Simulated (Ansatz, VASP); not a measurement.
# One calculation of HfC, two programs

File INCAR:

```
SYSTEM = HfC
ALGO = Normal
EDIFF = 1E-8
ENCUT = 520
GGA = PS
GGA_COMPAT = .FALSE.
ISIF = 2
ISMEAR = -1
LASPH = .TRUE.
LCHARG = .FALSE.
LEFG = .TRUE.
LREAL = .FALSE.
LWAVE = .FALSE.
NBANDS = 14
NELM = 120
PREC = Accurate
SIGMA = 0.05
```

The input KPOINTS:

```
k-points
0
G
  15 15 15
  0 0 0
```

The input POSCAR:

```
HfC
1.0
    0.0000000000      2.2775377028      2.2775377028
    2.2775377028      0.0000000000      2.2775377028
    2.2775377028      2.2775377028      0.0000000000
Hf C
1 1
Direct
    0.5000000000      0.5000000000      0.5000000000
    0.0000000000      0.0000000000      0.0000000000
```

Input for Ansatz:

```yaml
crystal:
  lattice:
    - [0.0, 2.2775377028, 2.2775377028]
    - [2.2775377028, 0.0, 2.2775377028]
    - [2.2775377028, 2.2775377028, 0.0]
  atoms:
    - { symbol: Hf, position: [0.5, 0.5, 0.5] }
    - { symbol: C, position: [0.0, 0.0, 0.0] }
kpoints:
  mp_grid: { grid: [15, 15, 15] }
scf:
  occupations: { method: fermi_dirac, width: 0.05 }
hamiltonian:
  xc: pbesol
  pseudopotentials: { kind: paw }
output:
  forces: true
  stress: true
  eigenvalues: true
  efg: { contact_densities: true }
  write_density: true
  write_potential: true
  elf: true
  volumetric_format: npy
```

Change from the starting cell: volume scaled by 0.94, PAW files.

Alike in both runs: task electric field gradients; functional PBEsol; k mesh 15 × 15 × 15; occupations fermi-dirac, width 0.05 eV; no spin polarisation.

```csv
,VASP,Ansatz
version,VASP 6.6.1,Ansatz 0.2.0
potentials or method,"VASP PAW PBE potentials, release 64 (Hf_pv, C)","PAW with Ansatz's default frozen-core files, scalar-relativistic"
plane-wave cutoff (eV),520,420
valence electrons in the cell,14,30
```

|  | VASP | Ansatz | Ansatz less VASP |
| --- | --- | --- | --- |
| pressure (GPa) | 8.9 | 9.0 | +0.12 |

VASP's potentials were made for PBE, not for PBEsol. VASP's potentials hold 14 valence electrons a cell and Ansatz's 30, so a difference there can come from the potentials and not from the codes.

Spin-orbit coupling is off throughout.
